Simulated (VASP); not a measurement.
Runs of VASP 6.6.1 on Sc3Al5N8. The structure is that of space group Cm (No. 8), or close to it. The cells are those of the table. 

```csv
task,cell,k mesh,cutoff (eV),smearing,gap on the mesh (eV),pressure (GPa),largest force (eV/Å)
single point,"a = 4.962, b = 6.622, c = 6.533 Å, angles 119.6, 90.0, 90.2°, 16 atoms",4 × 6 × 6,520,gaussian 0.1 eV,3.10,0.0,(a)
relaxation of cell and atoms,"relaxed from a = 4.962, b = 6.622, c = 6.533 Å, angles 119.6, 90.0, 90.2°, 16 atoms",6 × 4 × 4,600,gaussian 0.02 eV,3.12,0.0,-
single point,"a = 5.278, b = 6.597, c = 6.597 Å, angles 120.0, 90.0, 90.0°, 16 atoms",4 × 3 × 3,520,gaussian 0.1 eV,(b),-5.6,2.88
single point,"a = 4.951, b = 6.624, c = 6.532 Å, angles 119.5, 90.0, 90.2°, 16 atoms",6 × 4 × 4,520,gaussian 0.02 eV,3.13,0.3,0.07
```

Alike in all rows: level PBEsol; potentials or basis VASP PAW PBE potentials, release 64 (Sc_sv, Al, N); no spin polarisation.

Task: Estimate the missing entries.

Result: (a) 0.06; (b) 3.24.

Caveats: the PAW data sets were made with another functional, which shifts forces and pressure a little.

A k mesh can miss the band edges.
